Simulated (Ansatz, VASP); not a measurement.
# Ca3Y3Au in VASP and in Ansatz

```
CELL_PARAMETERS angstrom
6.30745 0.00000 0.00000
0.00000 6.30745 0.00000
0.00000 0.00000 6.30745
ATOMIC_POSITIONS crystal
Ca 0.00000 0.50000 0.00000
Ca 0.50000 0.00000 0.00000
Ca 0.00000 0.00000 0.50000
Y 0.00000 0.50000 0.50000
Y 0.50000 0.50000 0.00000
Y 0.50000 0.00000 0.50000
Au 0.50000 0.50000 0.50000
```

Change from the starting cell: species swapped into the Ce3GaBr3 type (Pm-3m, No. 221).

Alike in both runs: functional PBE; k mesh 6 × 6 × 6; occupations gaussian, width 0.1 eV; no spin polarisation.

Ansatz relaxed the structure, and its values are those at the end. VASP's run is a single point on that final structure, the one shown.

|  | VASP | Ansatz |
| --- | --- | --- |
| version | VASP 6.6.1 | Ansatz 0.2.0 |
| potentials or method | VASP PAW PBE potentials, release 64 (Ca_sv, Y_sv, Au), cutoff 520 eV | scalar-relativistic, plane waves, PAW |
| valence electrons in the cell | 74 | 82 |

|  | VASP | Ansatz | Ansatz less VASP |
| --- | --- | --- | --- |
| gap on the k mesh at the Fermi level (eV) | none | none | - |
| pressure (GPa) | 0.0 | 0.0 | +0.01 |

A gap of «none» marks a metal or a gap that the smearing closes. With one functional, cell and mesh, what is left measures potentials, basis and numerics. VASP's potentials hold 74 valence electrons a cell and Ansatz's 82, so a difference there can come from the potentials and not from the codes.

Neither program's run includes spin-orbit coupling.
